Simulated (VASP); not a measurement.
Wanted: the native input for a VASP 6.6.1 run.

* Task: single point
* Functional: r2SCAN
* Potentials or basis: VASP PAW PBE potentials, release 64 (Mg, O)
* Cutoff: 520 eV
* k mesh: 10 × 10 × 10
* Occupations: gaussian, width 0.01 eV
* Spin: no spin polarisation
* Dipole correction: no
* Further INCAR settings: ALGO = Normal; EDIFF = 1e-06; NBANDS = 11

MgO:

```
Mg O
1.0
     0.00000    2.10217    2.10217
     2.10217    0.00000    2.10217
     2.10217    2.10217    0.00000
Mg O
1 1
Direct
  0.00000 0.00000 0.00000
  0.50000 0.50000 0.50000
```

These files were run (other wordings do the same):

POSCAR

```
MgO
1.0
    0.0000000000      2.1021671475      2.1021671475
    2.1021671475      0.0000000000      2.1021671475
    2.1021671475      2.1021671475      0.0000000000
Mg O
1 1
Direct
    0.0000000000      0.0000000000      0.0000000000
    0.5000000000      0.5000000000      0.5000000000
```

INCAR.step1

```
SYSTEM = MgO
PREC = Accurate ; ENCUT = 520
ISMEAR = 0 ; SIGMA = 0.01
LREAL = .FALSE. ; LASPH = .TRUE.
NELM = 80 ; NBANDS = 11
GGA = PE ; ALGO = Normal
EDIFF = 1E-4 ; LWAVE = .TRUE.
LCHARG = .FALSE.
```

INCAR.step2

```
SYSTEM = MgO
PREC = Accurate ; ENCUT = 520
EDIFF = 1E-6 ; ISMEAR = 0
SIGMA = 0.01 ; LREAL = .FALSE.
LASPH = .TRUE. ; NELM = 80
ALGO = Normal ; ISIF = 2
LWAVE = .FALSE. ; LCHARG = .FALSE.
METAGGA = R2SCAN ; LMIXTAU = .TRUE.
NBANDS = 11 ; ISTART = 1
```

KPOINTS

```
Automatic mesh
0
G
  10 10 10
  0 0 0
```

Potentials or basis: VASP PAW PBE potentials, release 64 (Mg, O).

Launch:

```console
$ cat potpaw_PBE.64/Mg/POTCAR potpaw_PBE.64/O/POTCAR > POTCAR
$ cp INCAR.step1 INCAR
$ mpirun -np 1 vasp_std > vasp.out
$ cp INCAR.step2 INCAR
$ mpirun -np 1 vasp_std > vasp.out
```

Results of the run:

| Property | Result |
| --- | --- |
| Pressure | -1.1 GPa |
| Band gap on the k mesh | 5.66 eV, direct |

Caveat: the PAW data sets were made with another functional, which shifts forces and pressure a little.

Run time: 20 s on 1 thread of AMD EPYC 7R13, with other jobs on the host, peak memory 0.15 GiB.
